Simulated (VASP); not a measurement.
Runs of VASP 6.6.1 on OsO. The structure is that of space group F-43m (No. 216), or close to it. The cells are those of the table. 

```csv
task,potentials or basis,cell,k mesh,cutoff (eV),gap on the mesh (eV),pressure (GPa),relaxed volume (Å³/atom)
single point,"VASP PAW PBE potentials, release 64 (Os_sv_GW, O)","a = 3.280 Å, angles 60.0°, 2 atoms",6 × 6 × 6,700,0.21,0.5,-
single point,"VASP PAW PBE potentials, release 64 (Os, O)","a = 3.280 Å, angles 60.0°, 2 atoms",20 × 20 × 20,520,none,2.8,-
relaxation of cell and atoms,"VASP PAW PBE potentials, release 64 (Os, O)","relaxed from a = 3.280 Å, angles 60.0°, 2 atoms",20 × 20 × 20,600,none,0.0,12.62
single point,"VASP PAW PBE potentials, release 64 (Os, O)","a = 3.280 Å, angles 60.0°, 2 atoms",6 × 6 × 6,520,(b),2.8,-
relaxation of cell and atoms,"VASP PAW PBE potentials, release 64 (Os, O)","relaxed from a = 3.206 Å, angles 60.0°, 2 atoms",6 × 6 × 6,600,0.17,-0.1,(a)
```

Alike in all rows: level PBE; no spin polarisation; smearing gaussian 0.1 eV.

Fill in the values left out.

(a) 12.63; (b) 0.18.

Caveats: spin-orbit coupling is left out, which moves the levels of the heavy elements.

A k mesh can miss the band edges, and the runs leave out spin-orbit coupling on Os.

A gap of «none» marks levels without a gap at the run's occupations.

The runs don't all hold the same shells in valence.
